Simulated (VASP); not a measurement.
# Sn7O8 (P1) in VASP: single point with PBEsol

Aim: the single point of Sn7O8 with PBEsol.

Everything below comes from runs of VASP 6.6.1. Logs are shortened: lines on timing, memory, paths and dates and some standing lists are left out, and cuts for length are marked.

## Step 1: The cell of the first run

The typed cell holds 15 atoms: a = 5.357 Å, b = 5.357 Å, c = 9.082 Å, α = 89.98°, β = 90.01°, γ = 89.90°.

## Step 2: Single point, PBEsol (atoms taken out, then relaxed in part)

INCAR

```
SYSTEM = Sn7O8
PREC = Accurate
ENCUT = 520
EDIFF = 1E-6
ISMEAR = 0
SIGMA = 0.1
LREAL = Auto
LASPH = .True.
NELM = 80
ALGO = Normal
ISIF = 2
LWAVE = .False.
LCHARG = .False.
GGA = PS
NBANDS = 86
ISYM = 0
```

KPOINTS

```
Automatic mesh
0
Gamma
  4 4 3
  0 0 0
```

POSCAR

```
Sn7O8
1.0
   -0.0044975038      5.3574797039     -0.0005400813
   -5.3574039755      0.0044971917      0.0009669487
   -0.0020659863     -0.0012210730      9.0823477551
Sn O
7 8
Direct
    0.2474882905      0.0003802304      0.8593237042
    0.7474782244      0.0003779529      0.1190120538
    0.2475102524      0.5003990851      0.1190228355
    0.2475824312      1.0002248674      0.3759373221
    0.7476192637      0.5001915500      0.3765992642
    0.7474059331      0.0005387411      0.6478866648
    0.2473634593      0.5005151404      0.6479080661
    0.4992344047      0.2520585733      0.2479597581
    0.9958481619      0.7485666573      0.2479472907
    0.4892416341      0.7586416887      0.7495165825
    0.0056104064      0.2422792687      0.7495757293
    0.4895576215      0.2425881242      0.7502530980
    0.0052891546      0.7583257718      0.7502755646
    0.4993698453      0.7485474449      0.2476812729
    0.9957112211      0.2520862239      0.2476286193
```

Potentials or basis: VASP PAW PBE potentials, release 64 (Sn_d, O).

On the command line:

```sh
$ cat potpaw_PBE.64/Sn_d/POTCAR potpaw_PBE.64/O/POTCAR > POTCAR
$ mpirun -np 1 vasp_std > vasp.out
```

OUTCAR:

```text
SYSTEM = Sn7O8
   PREC = Accurate
   ENCUT = 520
   EDIFF = 1E-6
   ISMEAR = 0
   LREAL = Auto
   LASPH = .True.
   NELM = 80
   ISIF = 2
   GGA = PS
   ISYM = 0

 ion  position               nearest neighbor table
   1  0.247  0.000  0.859-  11 2.08  10 2.08  12 2.09  13 2.09   7 3.30   7 3.30   6 3.30   6 3.30
                             3 3.57   2 3.57   2 3.57   3 3.57
   2  0.747  0.000  0.119-   9 2.23   8 2.23  14 2.23  15 2.23   4 3.55   4 3.55   5 3.56   5 3.56
                             1 3.57   1 3.57
   3  0.248  0.500  0.119-   8 2.23   9 2.23  15 2.23  14 2.23   4 3.55   4 3.55   5 3.56   5 3.56
                             1 3.57   1 3.57
   4  0.248  0.000  0.376-  14 2.23  15 2.23   9 2.23   8 2.23   3 3.55   3 3.55   2 3.55   2 3.55
                             7 3.64   6 3.64   6 3.64   7 3.65
   5  0.748  0.500  0.377-  15 2.21  14 2.21   8 2.22   9 2.22   3 3.56   2 3.56   3 3.56   2 3.56
                             6 3.64   7 3.64   7 3.64   6 3.64
   6  0.747  0.001  0.648-  13 2.11  12 2.11  10 2.11  11 2.11   1 3.30   1 3.30   5 3.64   5 3.64
                             4 3.64   4 3.64
   7  0.247  0.501  0.648-  12 2.11  11 2.11  13 2.11  10 2.11   1 3.30   1 3.30   5 3.64   5 3.64
                             4 3.64   4 3.65
   8  0.499  0.252  0.248-   5 2.22   3 2.23   2 2.23   4 2.23
   9  0.996  0.749  0.248-   5 2.22   3 2.23   2 2.23   4 2.23
  10  0.489  0.759  0.750-   1 2.08   7 2.11   6 2.11
  11  0.006  0.242  0.750-   1 2.08   7 2.11   6 2.11
  12  0.490  0.243  0.750-   1 2.09   7 2.11   6 2.11
  13  0.005  0.758  0.750-   1 2.09   7 2.11   6 2.11
  14  0.499  0.749  0.248-   5 2.21   2 2.23   3 2.23   4 2.23
  15  0.996  0.252  0.248-   5 2.21   2 2.23   3 2.23   4 2.23

IMPORTANT INFORMATION: All symmetrisations will be switched off!
NOSYMM: (Re-)initialisation of all symmetry stuff for point group C_1.

----------------------------------------------------------------------------------------

                                     Primitive cell

  volume of cell :     260.6830

  direct lattice vectors                    reciprocal lattice vectors
    -0.004497504  5.357479704 -0.000540081     0.000156689  0.186655064  0.000025130
    -5.357403975  0.004497192  0.000966949    -0.186657708 -0.000156700 -0.000042481
    -0.002065986 -0.001221073  9.082347755     0.000019882  0.000011116  0.110103696

  length of vectors
     5.357481619  5.357405950  9.082348072     0.186655132  0.186657778  0.110103698

  position of ions in fractional coordinates (direct lattice)
     0.247488291  0.000380230  0.859323704
     0.747478224  0.000377953  0.119012054
     0.247510252  0.500399085  0.119022835
     0.247582431  0.000224867  0.375937322
     0.747619264  0.500191550  0.376599264
     0.747405933  0.000538741  0.647886665
     0.247363459  0.500515140  0.647908066
     0.499234405  0.252058573  0.247959758
     0.995848162  0.748566657  0.247947291
     0.489241634  0.758641689  0.749516583
     0.005610406  0.242279269  0.749575729
     0.489557621  0.242588124  0.750253098
     0.005289155  0.758325772  0.750275565
     0.499369845  0.748547445  0.247681273
     0.995711221  0.252086224  0.247628619

  ion indices of the primitive-cell ions
   primitive index   ion index
                 1           1
                 2           2
                 3           3
                 4           4
                 5           5
                 6           6
                 7           7
                 8           8
                 9           9
                10          10
                11          11
                12          12
                13          13
                14          14
                15          15

----------------------------------------------------------------------------------------

 KPOINTS: Automatic mesh

Automatic generation of k-mesh.
 Grid dimensions read from file:
 generate k-points for:    4    4    3

 Generating k-lattice:

  Cartesian coordinates                     Fractional coordinates (reciprocal lattice)
     0.000039172  0.046663766  0.000006283     0.250000000 -0.000000000 -0.000000000
    -0.046664427 -0.000039175 -0.000010620     0.000000000  0.250000000  0.000000000
     0.000006627  0.000003705  0.036701232    -0.000000000  0.000000000  0.333333333

  Length of vectors
     0.046663783  0.046664445  0.036701233

  Shift w.r.t. Gamma in fractional coordinates (k-lattice)
     0.000000000  0.000000000  0.000000000

 Subroutine IBZKPT returns following result:
 ===========================================

 Found     26 irreducible k-points:

 Following reciprocal coordinates:
            Coordinates               Weight
  0.000000  0.000000  0.000000      1.000000
  0.250000  0.000000 -0.000000      2.000000
  0.500000  0.000000 -0.000000      1.000000
 -0.000000  0.250000  0.000000      2.000000
  0.250000  0.250000  0.000000      2.000000
  0.500000  0.250000  0.000000      2.000000
[... 16 lines left out ...]
  0.000000 -0.250000  0.333333      2.000000
  0.250000 -0.250000  0.333333      2.000000
 [... further k-points ...]
   k-points           NKPTS =     26   k-points in BZ     NKDIM =     26   number of bands    NBANDS=     86
   number of dos      NEDOS =    301   number of ions     NIONS =     15
   total plane-waves  NPLWV = 112000
   dimension x,y,z NGX =    40 NGY =   40 NGZ =   70
   dimension x,y,z NGXF=    80 NGYF=   80 NGZF=  140
   ions per type =               7   8
   NGX,Y,Z   is equivalent  to a cutoff of  12.41, 12.41, 12.81 a.u.
   NGXF,Y,Z  is equivalent  to a cutoff of  24.82, 24.82, 25.63 a.u.
 SYSTEM =  Sn7O8
   PREC   = accura    normal or accurate (medium, high low for compatibility)
   ISTART =      0    job   : 0-new  1-cont  2-samecut
   ICHARG =      2    charge: 1-file 2-atom 10-const
   ISPIN  =      1    spin polarized calculation?
   LNONCOLLINEAR =      F non collinear calculations
   LSORBIT =      F    spin-orbit coupling
   LASPH  =      T    aspherical Exc in radial PAW
   ENCUT  =  520.0 eV  38.22 Ry    6.18 a.u.   9.96  9.96 16.89*2*pi/ulx,y,z
   NELM   =     80;   NELMIN=  2; NELMDL= -5     # of ELM steps
   EDIFF  = 0.1E-05   stopping-criterion for ELM
   LREAL  =      T    real-space projection
   EDIFFG = 0.1E-04   stopping-criterion for IOM
   NSW    =      0    number of steps for IOM
   IBRION =     -1    ionic relax: 0-MD 1-quasi-New 2-CG
   NFREE  =      0    steps in history (QN), initial steepest desc. (CG)
   ISIF   =      2    stress and relaxation
   ISYM   =      0    0-nonsym 1-usesym 2-fastsym
   POTIM  = 0.5000    time-step for ionic-motion
   TEBEG  =    0.0;   TEEND  =   0.0 temperature during run
   PSTRESS=    0.0 pullay stress
   NELECT =     146.0000    total number of electrons
   NUPDOWN=      -1.0000    fix difference up-down
   EMIN   =  10.00;   EMAX   =-10.00  energy-range for DOS
   EFERMI =   0.00;   METHOD = LEGACY
   ISMEAR =     0;   SIGMA  =   0.10  broadening in eV -4-tet -1-fermi 0-gaus
   EFERMI_NEDOS =   21; number of points for ismear=-14 and -15
   IALGO  =     38    algorithm
   IMIX   =      4    mixing-type and parameters
     AMIX     =   0.40;   BMIX     =  1.00
     AMIX_MAG =   1.60;   BMIX_MAG =  1.00
  volume/ion in A,a.u.               =      17.38       117.28
  Fermi-wavevector in a.u.,A,eV,Ry     =   1.349444  2.550079 24.776198  1.820999
  Thomas-Fermi vector in A             =   2.477030
   LORBIT       =      0    0 simple, 1 ext, 2 COOP (PROOUT), +10 PAW based schemes
   GGA     = PS    functional components
   LHFCALC =     F    Hartree Fock is set to
   AEXX    =    0.0000 exact exchange contribution
   IVDW    =     0    specifies the selected vdW correction
   LEPSILON=     F    determine dielectric tensor
   LRPA    =     F    only Hartree local field effects (RPA)
 non-spin polarized calculation
 Gauss-broadening in eV      SIGMA  =   0.10
  energy-cutoff  :      520.00
  volume of cell :      260.68
 maximum number of plane-waves:      7057
   NGX = 19   NGY = 19   NGZ = 33

 number of electron     146.0000062 magnetization

 Free energy of the ion-electron system (eV)
  ---------------------------------------------------
  ext. energy  EPLUGINS =         0.00000000
  ---------------------------------------------------
  free energy    TOTEN  =       -89.79372129 eV

  energy without entropy =      -89.78282951  energy(sigma->0) =      -89.78827540

 E-fermi :   5.6159     XC(G=0): -10.2564

 val. band max:        5.4994117141   @ k =   0.2500  -0.2500   0.3333
 cond. band min:       5.6180485601   @ k =   0.5000   0.0000  -0.0000
 fundamental gap:      0.1186368460
 Fermi energy:         5.6158915432

 k-point     1 :       0.0000    0.0000    0.0000
  band No.  band energies     occupation
      1     -15.8012      2.00000
      2     -15.7663      2.00000
      3     -15.7655      2.00000
      4     -15.4644      2.00000
      5     -15.4128      2.00000
      6     -15.3926      2.00000
[... 77 lines left out ...]
     84      11.2194      0.00000
     85      11.5184      0.00000

 k-point     2 :       0.2500    0.0000   -0.0000
  band No.  band energies     occupation
      1     -15.7908      2.00000
      2     -15.7651      2.00000
      3     -15.7249      2.00000
      4     -15.4434      2.00000
      5     -15.4398      2.00000
      6     -15.4117      2.00000
[... 1925 lines left out ...]
     84      10.6545      0.00000
     85      11.0457      0.00000

 k-point    24 :       0.2500   -0.2500    0.3333
  band No.  band energies     occupation
      1     -15.7797      2.00000
      2     -15.7367      2.00000
      3     -15.7271      2.00000
      4     -15.5092      2.00000
      5     -15.4178      2.00000
      6     -15.4125      2.00000
[... 77 lines left out ...]
     84      11.1369      0.00000
     85      11.2135      0.00000

 [... further k-points ...]

 [bands above 85 left out]

------------------------ aborting loop because EDIFF is reached ----------------------------------------

  FORCE on cell =-STRESS in cart. coord.  units (eV):
  Direction    XX          YY          ZZ          XY          YZ          ZX
  --------------------------------------------------------------------------------------
  -------------------------------------------------------------------------------------
  Total        0.4214322      0.3848086      0.1285687      0.0002263     -0.0511390     -0.0007705
  in kB        2.5901542      2.3650627      0.7901929      0.0013908     -0.3143044     -0.0047354
  external PRESSURE =       1.9151366 kB  Pullay stress =       0.0000000 kB

 VOLUME and BASIS-vectors are now :
 -----------------------------------------------------------------------------
  energy-cutoff  :      520.00
  volume of cell :      260.68
      direct lattice vectors                 reciprocal lattice vectors
    -0.004497504  5.357479704 -0.000540081     0.000156689  0.186655064  0.000025130
    -5.357403975  0.004497192  0.000966949    -0.186657708 -0.000156700 -0.000042481
    -0.002065986 -0.001221073  9.082347755     0.000019882  0.000011116  0.110103696

 POSITION                                       TOTAL-FORCE (eV/Angst)
 -----------------------------------------------------------------------------------
     -0.00493      1.32487      7.80454        -0.000571      0.007752      0.119494
     -0.00563      4.00446      1.08051        -0.006794     -0.004639     -0.088164
     -2.68220      1.32814      1.08136        -0.005579     -0.004430     -0.087478
     -0.00309      1.32596      3.41426         0.002185     -0.004640      0.083169
     -2.68387      4.00714      3.42049         0.002961     -0.007922      0.095337
     -0.00759      4.00342      5.88393        -0.003685     -0.006706     -0.050248
     -2.68391      1.32670      5.88488        -0.004533     -0.007036     -0.051893
     -1.35314      2.67547      2.25203         0.001449      0.002037     -0.002785
     -4.01537      5.33830      2.25213         0.001936      0.003005     -0.002567
     -4.06810      2.62360      6.80784         0.025756      0.028149     -0.001856
     -1.29956      0.03023      6.80814        -0.022327     -0.020247     -0.004220
     -1.30339      2.62297      6.81403        -0.020664      0.027896     -0.000466
     -4.06423      0.03083      6.81499         0.024382     -0.020602      0.001085
     -4.01303      2.67843      2.24998         0.005043      0.002577     -0.006631
     -1.35552      5.33533      2.24876         0.000441      0.004805     -0.002777
 -----------------------------------------------------------------------------------
    total drift:                               -0.038643     -0.059642      0.002908

  FREE ENERGIE OF THE ION-ELECTRON SYSTEM (eV)
  ---------------------------------------------------
  free  energy   TOTEN  =       -89.7937212881 eV

  energy  without entropy=      -89.7828295139  energy(sigma->0) =      -89.78827540
```

Wall time 31 min (1 thread of Intel Xeon 8259CL, shared host); peak memory 0.53 GiB.

Results:

```
Free energy            : -89.7937 eV
Pressure               : 0.2 GPa
Largest force          : 0.120 eV/Å
Band gap on the k mesh : zero (bands 73 and 74 overlap by 0.62 eV)
```

Forces in eV/Å, atoms in the order of the input:
```
Sn  -0.001  0.008  0.119
Sn  -0.007 -0.005 -0.088
Sn  -0.006 -0.004 -0.087
Sn   0.002 -0.005  0.083
Sn   0.003 -0.008  0.095
Sn  -0.004 -0.007 -0.050
Sn  -0.005 -0.007 -0.052
O    0.001  0.002 -0.003
O    0.002  0.003 -0.003
O    0.026  0.028 -0.002
O   -0.022 -0.020 -0.004
O   -0.021  0.028  0.000
O    0.024 -0.021  0.001
O    0.005  0.003 -0.007
O    0.000  0.005 -0.003
```

Levels at points of the mesh, in eV from the Fermi level:
```csv
k point,band 71,band 72,band 73,band 74,band 75,band 76
"(0.00, 0.00, 0.00)",-0.78,-0.53,-0.44,0.90,1.29,1.29
"(0.50, 0.00, 0.00)",-0.83,-0.75,0.00,0.68,2.94,2.95
"(0.00, 0.50, 0.00)",-0.83,-0.75,0.00,0.68,2.94,2.95
"(0.50, 0.50, 0.00)",-1.48,-0.56,-0.33,-0.33,2.70,4.08
```

Caveat: the cell differs from its parent crystal (atoms taken out, then relaxed in part); semilocal functionals underestimate gaps, and a narrow one can read as zero; the PAW data sets were made with another functional, which shifts forces and pressure a little; spin-orbit coupling is left out, which moves the levels of the heavy elements.

The gap in the log of VASP goes by the Fermi energy; the results here count the filled bands.